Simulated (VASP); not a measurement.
## ZnCu: single point with PBE

The system is ZnCu.

```
CELL_PARAMETERS angstrom
3.02727 -0.19312 -0.19312
-0.19312 3.02727 -0.19312
-0.19312 -0.19312 3.02727
ATOMIC_POSITIONS crystal
Zn 0.50000 0.50000 0.50000
Cu 0.00000 0.00000 0.00000
```

* Program: VASP 6.6.1
* Task: single point
* Functional: PBE
* Potentials or basis: VASP PAW PBE potentials, release 64 (Zn, Cu)
* Cutoff: 520 eV
* k mesh: 16 × 16 × 16
* Occupations: gaussian, width 0.15 eV
* Spin: no spin polarisation

```
Pressure               : 2.6 GPa
Band gap on the k mesh : zero (an odd number of electrons rules out a gap without spin polarisation)
```

Stress tensor (GPa, compression positive):
```
 2.59 14.92 14.92
14.92  2.59 14.92
14.92 14.92  2.59
```

Levels at points of the mesh, in eV from the Fermi level:
| k point | band 8 | band 9 | band 10 | band 11 | band 12 | band 13 | band 14 | band 15 |
| --- | --- | --- | --- | --- | --- | --- | --- | --- |
| (0.00, 0.00, 0.00) | -3.43 | -2.78 | -2.74 | -2.74 | 5.23 | 6.74 | 6.74 | 11.05 |
| (0.50, 0.00, 0.00) | -3.60 | -3.47 | -3.07 | -2.82 | -2.07 | 9.90 | 10.15 | 10.40 |
| (0.50, 0.50, 0.00) | -2.90 | -2.85 | -2.54 | -2.47 | -0.71 | 0.36 | 3.26 | 11.09 |
| (0.50, 0.50, 0.50) | -4.11 | -2.55 | -2.55 | 1.90 | 3.40 | 3.42 | 3.42 | 3.62 |

Run time: 4.4 min on 1 thread of Oxide Virtual Turin-like Processor, with other jobs on the host, peak memory 0.28 GiB.
